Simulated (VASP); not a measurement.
# GaAs (I-4m2) in VASP: a series of runs

GaAs is run at these levels: LDA; tasks: single point.

All numbers are computed with VASP 6.6.1; they aren't measurements. Logs are shortened: lines on timing, memory, paths and dates and some standing lists are left out, and cuts for length are marked.

## (1) The cell of the first run

Symmetry: I-4m2, No. 119, tetragonal system. The conventional cell has a = 3.998 Å, b = 3.998 Å, c = 5.541 Å, α = 90.00°, β = 90.00°, γ = 90.00°. Within 3.2 Å of Ga (site symmetry -4m2) lie 4 As at 2.43 Å. As (site symmetry -4m2) has 4 Ga at 2.43 Å within 3.2 Å.

## (2) Single point, LDA (zz strain of -2 %)

The input, INCAR:

```
PREC = Accurate
ENCUT = 520
EDIFF = 1E-7
ISMEAR = -1
SIGMA = 0.05
LREAL = False
LASPH = True
NELM = 80
ALGO = Normal
ISIF = 2
LWAVE = False
LCHARG = False
NBANDS = 16
```

The input, KPOINTS:

```
regular mesh
0
Gamma
  11 11 11
```

The input, POSCAR:

```
GaAs
1.0
    0.0000000000      2.8268500000      2.7703130000
    2.8268500000      0.0000000000      2.7703130000
    2.8268500000      2.8268500000      0.0000000000
Ga As
1 1
Direct
    0.0000000000      0.0000000000      0.0000000000
    0.7500000000      0.7500000000      0.7500000000
```

Potentials or basis: VASP PAW LDA potentials, release 64 (Ga_d, As).

Launch:

```
$ cat potpaw_LDA.64/Ga_d/POTCAR potpaw_LDA.64/As/POTCAR > POTCAR
$ mpirun -np 1 vasp_std > vasp.out
```

OUTCAR:

```text
PREC = Accurate
   ENCUT = 520
   EDIFF = 1E-7
   ISMEAR = -1
   LREAL = False
   LASPH = True
   NELM = 80
   ISIF = 2

 ion  position               nearest neighbor table
   1  0.000  0.000  0.000-   2 2.43   2 2.43   2 2.43   2 2.43
   2  0.750  0.750  0.750-   1 2.43   1 2.43   1 2.43   1 2.43

  LATTYP: Found a body centered tetragonal cell.
 ALAT       =     3.9977696088
 C/A-ratio  =     1.3859292911

  Lattice vectors:

 A1 = (   0.0000000000,  -2.8268500000,  -2.7703130000)
 A2 = (   0.0000000000,   2.8268500000,  -2.7703130000)
 A3 = (   2.8268500000,   0.0000000000,   2.7703130000)

Analysis of symmetry for initial positions (statically):
=====================================================================
 Subroutine PRICEL returns:
 Original cell was already a primitive cell.

 Routine SETGRP: Setting up the symmetry group for a
 body centered tetragonal supercell.

 Subroutine GETGRP returns: Found  8 space group operations
 (whereof  8 operations were pure point group operations)
 out of a pool of 16 trial point group operations.

The static configuration has the point symmetry D_2d.

Analysis of symmetry for dynamics (positions and initial velocities):
=====================================================================
 Subroutine PRICEL returns:
 Original cell was already a primitive cell.

 Routine SETGRP: Setting up the symmetry group for a
 body centered tetragonal supercell.

 Subroutine GETGRP returns: Found  8 space group operations
 (whereof  8 operations were pure point group operations)
 out of a pool of 16 trial point group operations.

The dynamic configuration has the point symmetry D_2d.

 Subroutine INISYM returns: Found  8 space group operations
 (whereof  8 operations are pure point group operations),
 and found     1 'primitive' translations

----------------------------------------------------------------------------------------

                                     Primitive cell

  volume of cell :      44.2756

  direct lattice vectors                    reciprocal lattice vectors
     0.000000000  2.826850000  2.770313000    -0.176875321  0.176875321  0.180485021
     2.826850000  0.000000000  2.770313000     0.176875321 -0.176875321  0.180485021
     2.826850000  2.826850000  0.000000000     0.176875321  0.176875321 -0.180485021

  length of vectors
     3.957993815  3.957993815  3.997769609     0.308455185  0.308455185  0.308455185

  position of ions in fractional coordinates (direct lattice)
     0.000000000  0.000000000  0.000000000
     0.750000000  0.750000000  0.750000000

  ion indices of the primitive-cell ions
   primitive index   ion index
                 1           1
                 2           2

----------------------------------------------------------------------------------------

 KPOINTS: regular mesh

Automatic generation of k-mesh.
 Grid dimensions read from file:
 generate k-points for:   11   11   11

 Generating k-lattice:

  Cartesian coordinates                     Fractional coordinates (reciprocal lattice)
    -0.016079575  0.016079575  0.016407729     0.090909091 -0.000000000  0.000000000
     0.016079575 -0.016079575  0.016407729    -0.000000000  0.090909091  0.000000000
     0.016079575  0.016079575 -0.016407729     0.000000000  0.000000000  0.090909091

  Length of vectors
     0.028041380  0.028041380  0.028041380

  Shift w.r.t. Gamma in fractional coordinates (k-lattice)
     0.000000000  0.000000000  0.000000000

 Subroutine IBZKPT returns following result:
 ===========================================

 Found    126 irreducible k-points:

 Following reciprocal coordinates:
            Coordinates               Weight
  0.000000  0.000000  0.000000      1.000000
  0.090909 -0.000000  0.000000      8.000000
  0.181818 -0.000000  0.000000      8.000000
  0.272727  0.000000  0.000000      8.000000
  0.363636  0.000000  0.000000      8.000000
  0.454545  0.000000  0.000000      8.000000
[... 16 lines left out ...]
 -0.272727  0.181818  0.000000      8.000000
 -0.181818  0.181818  0.000000      4.000000
 [... further k-points ...]
   k-points           NKPTS =    126   k-points in BZ     NKDIM =    126   number of bands    NBANDS=     16
   number of dos      NEDOS =    301   number of ions     NIONS =      2
   total plane-waves  NPLWV =  27000
   dimension x,y,z NGX =    30 NGY =   30 NGZ =   30
   dimension x,y,z NGXF=    60 NGYF=   60 NGZF=   60
   ions per type =               1   1
   NGX,Y,Z   is equivalent  to a cutoff of  12.60, 12.60, 12.48 a.u.
   NGXF,Y,Z  is equivalent  to a cutoff of  25.20, 25.20, 24.95 a.u.
 SYSTEM =  unknown system
   PREC   = accura    normal or accurate (medium, high low for compatibility)
   ISTART =      0    job   : 0-new  1-cont  2-samecut
   ICHARG =      2    charge: 1-file 2-atom 10-const
   ISPIN  =      1    spin polarized calculation?
   LNONCOLLINEAR =      F non collinear calculations
   LSORBIT =      F    spin-orbit coupling
   LASPH  =      T    aspherical Exc in radial PAW
   ENCUT  =  520.0 eV  38.22 Ry    6.18 a.u.   7.36  7.36  7.43*2*pi/ulx,y,z
   NELM   =     80;   NELMIN=  2; NELMDL= -5     # of ELM steps
   EDIFF  = 0.1E-06   stopping-criterion for ELM
   LREAL  =      F    real-space projection
   EDIFFG = 0.1E-05   stopping-criterion for IOM
   NSW    =      0    number of steps for IOM
   IBRION =     -1    ionic relax: 0-MD 1-quasi-New 2-CG
   NFREE  =      0    steps in history (QN), initial steepest desc. (CG)
   ISIF   =      2    stress and relaxation
   ISYM   =      2    0-nonsym 1-usesym 2-fastsym
   POTIM  = 0.5000    time-step for ionic-motion
   TEBEG  =    0.0;   TEEND  =   0.0 temperature during run
   PSTRESS=    0.0 pullay stress
   NELECT =      18.0000    total number of electrons
   NUPDOWN=      -1.0000    fix difference up-down
   EMIN   =  10.00;   EMAX   =-10.00  energy-range for DOS
   EFERMI =   0.00;   METHOD = LEGACY
   ISMEAR =    -1;   SIGMA  =   0.05  broadening in eV -4-tet -1-fermi 0-gaus
   EFERMI_NEDOS =   21; number of points for ismear=-14 and -15
   IALGO  =     38    algorithm
   IMIX   =      4    mixing-type and parameters
     AMIX     =   0.40;   BMIX     =  1.00
     AMIX_MAG =   1.60;   BMIX_MAG =  1.00
  volume/ion in A,a.u.               =      22.14       149.39
  Fermi-wavevector in a.u.,A,eV,Ry     =   1.212767  2.291798 20.011517  1.470805
  Thomas-Fermi vector in A             =   2.348241
   LORBIT       =      0    0 simple, 1 ext, 2 COOP (PROOUT), +10 PAW based schemes
   GGA     = CA    functional components
   LHFCALC =     F    Hartree Fock is set to
   AEXX    =    0.0000 exact exchange contribution
   IVDW    =     0    specifies the selected vdW correction
   LEPSILON=     F    determine dielectric tensor
   LRPA    =     F    only Hartree local field effects (RPA)
 non-spin polarized calculation
  energy-cutoff  :      520.00
  volume of cell :       44.28
 maximum number of plane-waves:      1235
 NGX is ok and might be reduce to    30
   NGX = 15   NGY = 15   NGZ = 15

 number of electron      18.0000007 magnetization

 Free energy of the ion-electron system (eV)
  ---------------------------------------------------
  ext. energy  EPLUGINS =         0.00000000
  ---------------------------------------------------
  free energy    TOTEN  =        -9.63949814 eV

  energy without entropy =       -9.63947893  energy(sigma->0) =       -9.63948854

 E-fermi :   4.2875     XC(G=0): -10.0022

 val. band max:        4.0708606819   @ k =   0.0000   0.0000   0.0000
 cond. band min:       4.4769633465   @ k =   0.0000   0.0000   0.0000
 fundamental gap:      0.4061026647
 Fermi energy:         4.2874803554

 k-point     1 :       0.0000    0.0000    0.0000
  band No.  band energies     occupation
      1     -10.9717      2.00000
      2     -10.9717      2.00000
      3     -10.9670      2.00000
      4     -10.8884      2.00000
      5     -10.8858      2.00000
      6      -8.9150      2.00000
[... 8 lines left out ...]
     15      14.0187      0.00000
     16      14.3997      0.00000

 k-point     2 :       0.0909   -0.0000    0.0000
  band No.  band energies     occupation
      1     -10.9783      2.00000
      2     -10.9696      2.00000
      3     -10.9661      2.00000
      4     -10.8886      2.00000
      5     -10.8859      2.00000
      6      -8.8150      2.00000
[... 8 lines left out ...]
     15      13.4026      0.00000
     16      13.6922      0.00000

 k-point     3 :       0.1818   -0.0000    0.0000
  band No.  band energies     occupation
      1     -10.9976      2.00000
      2     -10.9643      2.00000
      3     -10.9613      2.00000
      4     -10.8888      2.00000
      5     -10.8857      2.00000
      6      -8.5253      2.00000
[... 8 lines left out ...]
     15      12.9027      0.00000
     16      13.1422      0.00000

 k-point     4 :       0.2727    0.0000    0.0000
  band No.  band energies     occupation
      1     -11.0211      2.00000
      2     -10.9583      2.00000
      3     -10.9553      2.00000
      4     -10.8884      2.00000
      5     -10.8846      2.00000
      6      -8.0797      2.00000
[... 8 lines left out ...]
     15      13.1216      0.00000
     16      13.2108      0.00000

 k-point     5 :       0.3636    0.0000    0.0000
  band No.  band energies     occupation
      1     -11.0409      2.00000
      2     -10.9537      2.00000
      3     -10.9508      2.00000
      4     -10.8870      2.00000
      5     -10.8826      2.00000
      6      -7.5581      2.00000
[... 8 lines left out ...]
     15      14.0435      0.00000
     16      14.1024      0.00000

 k-point     6 :       0.4545    0.0000    0.0000
  band No.  band energies     occupation
      1     -11.0521      2.00000
      2     -10.9514      2.00000
      3     -10.9486      2.00000
      4     -10.8856      2.00000
      5     -10.8809      2.00000
      6      -7.1511      2.00000
[... 8 lines left out ...]
     15      15.3834      0.00000
     16      15.5384      0.00000

 k-point     7 :       0.0909    0.0909    0.0000
  band No.  band energies     occupation
      1     -10.9797      2.00000
      2     -10.9677      2.00000
      3     -10.9677      2.00000
      4     -10.8903      2.00000
      5     -10.8846      2.00000
      6      -8.7786      2.00000
[... 8 lines left out ...]
     15      12.9544      0.00000
     16      14.1576      0.00000

 k-point     8 :       0.1818    0.0909    0.0000
  band No.  band energies     occupation
      1     -10.9967      2.00000
      2     -10.9626      2.00000
      3     -10.9624      2.00000
      4     -10.8921      2.00000
      5     -10.8835      2.00000
      6      -8.5491      2.00000
[... 8 lines left out ...]
     15      13.2001      0.00000
     16      13.8666      0.00000

 k-point     9 :       0.2727    0.0909    0.0000
  band No.  band energies     occupation
      1     -11.0185      2.00000
      2     -10.9566      2.00000
      3     -10.9561      2.00000
      4     -10.8929      2.00000
      5     -10.8822      2.00000
      6      -8.1516      2.00000
[... 8 lines left out ...]
     15      13.6023      0.00000
     16      13.9009      0.00000
[... 172 lines left out ...]
 k-point    19 :       0.3636    0.1818    0.0000
  band No.  band energies     occupation
      1     -11.0447      2.00000
      2     -10.9462      2.00000
      3     -10.9443      2.00000
      4     -10.8993      2.00000
      5     -10.8783      2.00000
      6      -7.5786      2.00000
[... 8 lines left out ...]
     15      14.9731      0.00000
     16      15.3665      0.00000

 k-point    20 :       0.4545    0.1818    0.0000
  band No.  band energies     occupation
      1     -11.0560      2.00000
      2     -10.9442      2.00000
      3     -10.9413      2.00000
      4     -10.8970      2.00000
      5     -10.8782      2.00000
      6      -7.0948      2.00000
[... 8 lines left out ...]
     15      15.6047      0.00000
     16      16.3724      0.00000

 k-point    21 :      -0.4545    0.1818    0.0000
  band No.  band energies     occupation
      1     -11.0598      2.00000
      2     -10.9438      2.00000
      3     -10.9411      2.00000
      4     -10.8932      2.00000
      5     -10.8802      2.00000
      6      -6.8280      2.00000
[... 8 lines left out ...]
     15      15.1399      0.00000
     16      15.4515      0.00000

 k-point    22 :      -0.3636    0.1818    0.0000
  band No.  band energies     occupation
      1     -11.0554      2.00000
      2     -10.9446      2.00000
      3     -10.9436      2.00000
      4     -10.8897      2.00000
      5     -10.8839      2.00000
      6      -6.9971      2.00000
[... 8 lines left out ...]
     15      13.4942      0.00000
     16      15.5287      0.00000

 k-point    23 :      -0.2727    0.1818    0.0000
  band No.  band energies     occupation
      1     -11.0439      2.00000
      2     -10.9488      2.00000
      3     -10.9464      2.00000
      4     -10.8875      2.00000
      5     -10.8873      2.00000
      6      -7.4542      2.00000
[... 8 lines left out ...]
     15      14.3876      0.00000
     16      16.1049      0.00000

 k-point    24 :      -0.1818    0.1818    0.0000
  band No.  band energies     occupation
      1     -11.0279      2.00000
      2     -10.9557      2.00000
      3     -10.9497      2.00000
      4     -10.8885      2.00000
      5     -10.8867      2.00000
      6      -7.9383      2.00000
[... 8 lines left out ...]
     15      14.1278      0.00000
     16      14.9206      0.00000

 [... further k-points ...]
[... 5 lines left out ...]
  --------------------------------------------------------------------------------------
  -------------------------------------------------------------------------------------
  Total       -0.1656766     -0.1656766      0.1750791      0.0000000     -0.0000000      0.0000000
  in kB       -5.9952531     -5.9952531      6.3354962      0.0000000     -0.0000000      0.0000000
  external PRESSURE =      -1.8850033 kB  Pullay stress =       0.0000000 kB

 VOLUME and BASIS-vectors are now :
 -----------------------------------------------------------------------------
  energy-cutoff  :      520.00
  volume of cell :       44.28
      direct lattice vectors                 reciprocal lattice vectors
     0.000000000  2.826850000  2.770313000    -0.176875321  0.176875321  0.180485021
     2.826850000  0.000000000  2.770313000     0.176875321 -0.176875321  0.180485021
     2.826850000  2.826850000  0.000000000     0.176875321  0.176875321 -0.180485021

 POSITION                                       TOTAL-FORCE (eV/Angst)
 -----------------------------------------------------------------------------------
      0.00000      0.00000      0.00000         0.000000      0.000000      0.000000
      4.24027      4.24027      4.15547        -0.000000     -0.000000     -0.000000
 -----------------------------------------------------------------------------------
    total drift:                               -0.000000     -0.000000      0.000002

  FREE ENERGIE OF THE ION-ELECTRON SYSTEM (eV)
  ---------------------------------------------------
  free  energy   TOTEN  =        -9.6394981428 eV

  energy  without entropy=       -9.6394789333  energy(sigma->0) =       -9.63948854
```

It took 82 s on 1 thread of Intel Xeon 6975P-C (Granite Rapids), shared host; peak memory 0.22 GiB.

Results:

```yaml
Free_energy: -9.6395 eV
Pressure: -0.2 GPa
Band_gap_on_the_k_mesh: 0.41 eV
```

Stress tensor (GPa, compression positive):
```
-0.60  0.00  0.00
 0.00 -0.60  0.00
 0.00  0.00  0.63
```

Caveat: the cell differs from its parent crystal (zz strain of -2 %); an odd mesh through Γ misses points on the zone boundary, where band edges can lie.

(Continued in part 2 of 2.)
